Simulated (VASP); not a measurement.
MgS, 64 atoms in the cell. The structure is cubic, space group F-43m (No. 216). The conventional cell has a = 5.652 Å, b = 5.652 Å, c = 5.652 Å, α = 90.00°, β = 90.00°, γ = 90.00°. Mg (site symmetry -43m) has 4 S at 2.45 Å within 3.2 Å. S (site symmetry -43m) has 4 Mg at 2.45 Å within 3.2 Å. 

- Program: VASP 6.6.1
- Task: single point
- Functional: r2SCAN
- Potentials or basis: VASP PAW PBE potentials, release 64 (Mg, S)
- Cutoff: 520 eV
- k mesh: 1 × 1 × 1, shifted
- Occupations: fermi-dirac, width 0.05 eV
- Spin: no spin polarisation
- Dipole correction: no
- Further INCAR settings: LREAL = Auto; ALGO = Normal; EDIFF = 1e-07; NBANDS = 166; ISYM = 0

Potentials or basis: VASP PAW PBE potentials, release 64 (Mg, S).

Launch:

```console
$ cat potpaw_PBE.64/Mg/POTCAR potpaw_PBE.64/S/POTCAR > POTCAR
$ cp INCAR.step1 INCAR
$ mpirun -np 1 vasp_std > vasp.out
$ cp INCAR.step2 INCAR
$ mpirun -np 1 vasp_std > vasp.out
```

Hardware: 1 thread of Intel(R) Xeon(R) 6975P-C (Granite Rapids), with other jobs on the host.

Task: Estimate the wall time of this run.

Result: It took 49 min on 1 thread of Intel(R) Xeon(R) 6975P-C (Granite Rapids) (shared host), peak memory 1.6 GiB. Counts: k points 4.
